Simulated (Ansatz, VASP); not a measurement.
**Ti3Se: VASP and Ansatz over several settings**

```xyz
4
Lattice="3.2602 0.0000 0.0000 -1.6301 2.8234 0.0000 0.0000 0.0000 8.0985" Properties=species:S:1:pos:R:3 pbc="T T T"
Se    0.0000    0.0000    0.0000
Ti    1.6301    0.9411    4.0493
Ti    0.0000    1.8823    6.2594
Ti    0.0000    1.8823    1.8392
```

Single points on this cell with VASP 6.6.1 and Ansatz 0.2.0. Each row is one pair of runs. Alike in all rows: spin: off; k mesh: 10 × 10 × 4; smearing: fermi-dirac, width 0.05 eV.

```csv
level,"VASP's potentials, cutoff","Ansatz's potentials, cutoff","gap on the k mesh at the Fermi level (eV), VASP","gap on the k mesh at the Fermi level (eV), Ansatz","pressure (GPa), VASP","pressure (GPa), Ansatz","rms of the force components (eV/Å), VASP","rms of the force components (eV/Å), Ansatz"
PBE,"VASP PAW PBE potentials, release 64 (Se, Ti_sv), 520 eV","Ansatz PAW, 420 eV",none,none,-5.7,-5.7,0.045,0.051
r2SCAN,"VASP PAW PBE potentials, release 64 (Se, Ti_sv), 520 eV","Ansatz PAW, 500 eV",?,none,?,-6.7,?,0.088
LDA,"VASP PAW LDA potentials, release 64 (Se, Ti_sv), 520 eV","Ansatz PAW, 420 eV",none,none,-12.8,-13.0,0.096,0.103
```

Question: Fill in what VASP gave in row 2.

Answer: gap on the k mesh at the Fermi level (eV): none; pressure (GPa): -6.4; rms of the force components (eV/Å): 0.083.

VASP's potentials hold 42 valence electrons a cell and Ansatz's 52, so a difference there can come from the potentials and not from the codes.

A gap of «none» marks a metal or a gap that the smearing closes.
